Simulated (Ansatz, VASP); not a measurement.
## NbH2 in VASP and in Ansatz

The input POSCAR:

```
NbH2
1.0
    0.0000000000      2.2845582332      2.2845582332
    2.2845582332      0.0000000000      2.2845582332
    2.2845582332      2.2845582332      0.0000000000
Nb H
1 2
Direct
    0.0000000000      0.0000000000      0.0000000000
    0.2500000000      0.2500000000      0.2500000000
    0.7500000000      0.7500000000      0.7500000000
```

INCAR.step1

```
PREC = Accurate ; ENCUT = 520
ISMEAR = -1 ; SIGMA = 0.05
LREAL = F ; LASPH = T
NELM = 100 ; NBANDS = 14
GGA = PE ; ALGO = Normal
EDIFF = 1E-4 ; LWAVE = T
LCHARG = F
```

File INCAR.step2:

```
PREC = Accurate ; ENCUT = 520
EDIFF = 1E-8 ; ISMEAR = -1
SIGMA = 0.05 ; LREAL = F
LASPH = T ; NELM = 100
ALGO = Normal ; ISIF = 2
LWAVE = F ; LCHARG = F
METAGGA = R2SCAN ; LMIXTAU = T
LEFG = T ; NBANDS = 14
ISTART = 1
```

Contents of KPOINTS:

```
regular mesh
0
Gamma
  10 10 10
```

Input for Ansatz:

```yaml
crystal:
  lattice:
    - [0.0, 2.2845582332, 2.2845582332]
    - [2.2845582332, 0.0, 2.2845582332]
    - [2.2845582332, 2.2845582332, 0.0]
  atoms:
    - { symbol: Nb, position: [0.0, 0.0, 0.0] }
    - { symbol: H, position: [0.25, 0.25, 0.25] }
    - { symbol: H, position: [0.75, 0.75, 0.75] }
kpoints:
  mp_grid: { grid: [10, 10, 10] }
scf:
  occupations: { method: fermi_dirac, width: 0.05 }
hamiltonian:
  xc: r2scan
  pseudopotentials: { kind: paw }
output:
  forces: true
  stress: true
  eigenvalues: true
  efg: { contact_densities: true }
  populations: true
```

Change from the starting cell: shortest bond scaled by 1, PAW files.

Alike in both runs: task electric field gradients; functional r2SCAN; k mesh 10 × 10 × 10; occupations fermi-dirac, width 0.05 eV; no spin polarisation.

|  | VASP | Ansatz |
| --- | --- | --- |
| version | VASP 6.6.1 | Ansatz 0.2.0 |
| potentials or method | VASP PAW PBE potentials, release 64 (Nb_sv, H) | PAW with Ansatz's default frozen-core files, scalar-relativistic |
| plane-wave cutoff (eV) | 520 | 500 |
| valence electrons in the cell | 15 | 15 |

```csv
,VASP,Ansatz,Ansatz less VASP
pressure (GPa),-3.0,-2.7,+0.29
```

VASP's potentials were made for PBE, not for r2SCAN.
